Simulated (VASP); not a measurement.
Runs of VASP 6.6.1 on NaI. The structure is that of space group Pm-3m (No. 221), or close to it. The cells are those of the table. 

```csv
level,cell,k mesh,smearing,grid for exact exchange (PRECFOCK),share of exact exchange,screening parameter,gap on the mesh (eV),pressure (GPa)
PBE,"a = 3.983 Å, angles 91.7°, 2 atoms",6 × 6 × 6,fermi-dirac 0.02 eV,-,-,-,2.38,1.2
HSE06,"a = 3.983 Å, angles 91.7°, 2 atoms",4 × 4 × 4,gaussian 0.01 eV,Normal,0.25,0.2079 1/Å,3.31,1.1
PBE,"a = 4.260, b = 4.041, c = 4.041 Å, 2 atoms",6 × 6 × 6,fermi-dirac 0.02 eV,-,-,-,2.07,-0.5
r2SCAN,"a = 4.260, b = 4.041, c = 4.041 Å, 2 atoms",6 × 6 × 6,gaussian 0.01 eV,-,-,-,2.81,-0.8
r2SCAN,"a = 3.971, b = 3.971, c = 4.041 Å, 2 atoms",6 × 6 × 6,gaussian 0.01 eV,-,-,-,3.09,0.6
HSE06,"a = 4.260, b = 4.041, c = 4.041 Å, 2 atoms",4 × 4 × 4,gaussian 0.01 eV,Normal,0.25,0.2079 1/Å,(a),-0.6
HSE06,"a = 3.971, b = 3.971, c = 4.041 Å, 2 atoms",4 × 4 × 4,gaussian 0.01 eV,Normal,0.25,0.2079 1/Å,3.23,0.9
PBE,"a = 3.971, b = 3.971, c = 4.041 Å, 2 atoms",6 × 6 × 6,fermi-dirac 0.02 eV,-,-,-,(b),1.0
r2SCAN,"a = 3.983 Å, angles 91.7°, 2 atoms",6 × 6 × 6,gaussian 0.01 eV,-,-,-,3.17,0.9
```

Alike in all rows: task single point; potentials or basis VASP PAW PBE potentials, release 64 (Na_pv, I); no spin polarisation; cutoff (eV) 520.

Task: Estimate the missing entries.

Result: (a) 2.99; (b) 2.30.

Caveats: spin-orbit coupling is left out, which moves the levels of the heavy elements; the PAW data sets were made with another functional, which shifts forces and pressure a little (at least some runs).

A k mesh can miss the band edges, and the runs leave out spin-orbit coupling on I.
